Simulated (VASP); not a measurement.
La: single point with PBE

Crystal: La.

```xyz
4
Lattice="3.7697 0.0000 0.0000 -1.8849 3.2647 0.0000 0.0000 0.0000 12.0831" Properties=species:S:1:pos:R:3 pbc="T T T"
La    0.0000    0.0000    0.0000
La    0.0000    0.0000    6.0416
La    0.0000    2.1765    3.0208
La    1.8849    1.0882    9.0623
```

```json
{
 "Program": "VASP 6.6.1",
 "Task": "single point",
 "Functional": "PBE",
 "Potentials or basis": "VASP PAW PBE potentials, release 64 (La)",
 "Cutoff": "500 eV",
 "k mesh": "14 × 14 × 4",
 "Occupations": "gaussian, width 0.05 eV",
 "Spin": "non-collinear spin, zero start, spin-orbit coupling",
 "Starting moments": "[[0.0, 0.0, 0.0], [0.0, 0.0, 0.0], [0.0, 0.0, 0.0], [0.0, 0.0, 0.0]] μB"
}
```

* Pressure: 0.0 GPa
* Net moment: 0.00 μB per cell
* Valence electrons inside the program's atomic spheres: La 8.60, 8.59 (each value once)

Stress tensor (GPa, compression positive):
```
 0.03  0.00  0.00
 0.00  0.03  0.00
 0.00  0.00 -0.08
```

Moments on the atoms (μB; x, y, z):
```
La  0.00 0.00 0.00
La  0.00 0.00 0.00
La  0.00 0.00 0.00
La  0.00 0.00 0.00
```

Run time: 8.1 min on 4 MPI ranks on AMD EPYC 9R45 96-Core Processor (Zen 5), with other jobs on the host, peak memory 1.1 GiB a rank.
